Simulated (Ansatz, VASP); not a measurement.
# Bi2Te3 in VASP and in Ansatz

```xyz
5
Lattice="2.2233 1.2836 10.7187 -2.2233 1.2836 10.7187 0.0000 -2.5673 10.7187" Properties=species:S:1:pos:R:3 pbc="T T T"
Bi    0.0000    0.0000   19.3827
Bi    0.0000    0.0000   12.7733
Te    0.0000    0.0000   25.2108
Te    0.0000    0.0000    0.0000
Te    0.0000    0.0000    6.9452
```

Alike in both runs: functional PBE; k mesh 12 × 12 × 12; occupations gaussian, width 0.02 eV; no spin polarisation.

Ansatz relaxed the structure, and its values are those at the end. VASP's run is a single point on that final structure, the one shown.

|  | VASP | Ansatz |
| --- | --- | --- |
| version | VASP 6.6.1 | Ansatz 0.2.0 |
| potentials or method | VASP PAW PBE potentials, release 64 (Bi_d, Te), cutoff 520 eV | scalar-relativistic, plane waves, PAW |
| valence electrons in the cell | 48 | 78 |

Ansatz gave:

| Item | Value |
| --- | --- |
| gap on the k mesh at the Fermi level (eV) | 0.54 |
| least direct gap on the mesh (eV) | 0.54 |
| pressure (GPa) | 0.0 |
| rms of the force components (eV/Å) | 0.001 |

Problem. Which values does VASP return?

Solution. gap on the k mesh at the Fermi level (eV): 0.54; least direct gap on the mesh (eV): 0.54; pressure (GPa): 0.0; rms of the force components (eV/Å): 0.004.

VASP's potentials hold 48 valence electrons a cell and Ansatz's 78, so a difference there can come from the potentials and not from the codes.

Spin-orbit coupling is off throughout.
